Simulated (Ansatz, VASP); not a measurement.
**Two plane-wave programs on GaSb**

```
Ga Sb
1.0
     0.00000    3.10091    2.97687
     3.10091    0.00000    2.97687
     3.10091    3.10091    0.00000
Ga Sb
1 1
Direct
  0.00000 0.00000 0.00000
  0.75000 0.75000 0.75000
```

Alike in both runs: task single point; functional PBEsol; k mesh 16 × 16 × 16; occupations gaussian, width 0.15 eV; no spin polarisation.

|  | VASP | Ansatz |
| --- | --- | --- |
| version | VASP 6.6.1 | Ansatz 0.2.0 |
| potentials or method | VASP PAW PBE potentials, release 64 (Ga_d, Sb), cutoff 520 eV | scalar-relativistic, plane waves, PAW |
| valence electrons in the cell | 18 | 28 |

VASP gave:

- pressure (GPa): -0.1
- traceless stress, the component that is largest in VASP (GPa): 1.10

**Question.** Which values does Ansatz return?

**Answer.** Pressure (GPa): -0.2; traceless stress, the component that is largest in VASP (GPa): 1.10.

VASP's potentials were made for PBE, not for PBEsol. With one functional, cell and mesh, what is left measures potentials, basis and numerics. VASP's potentials hold 18 valence electrons a cell and Ansatz's 28, so a difference there can come from the potentials and not from the codes.

Neither program's run includes spin-orbit coupling.
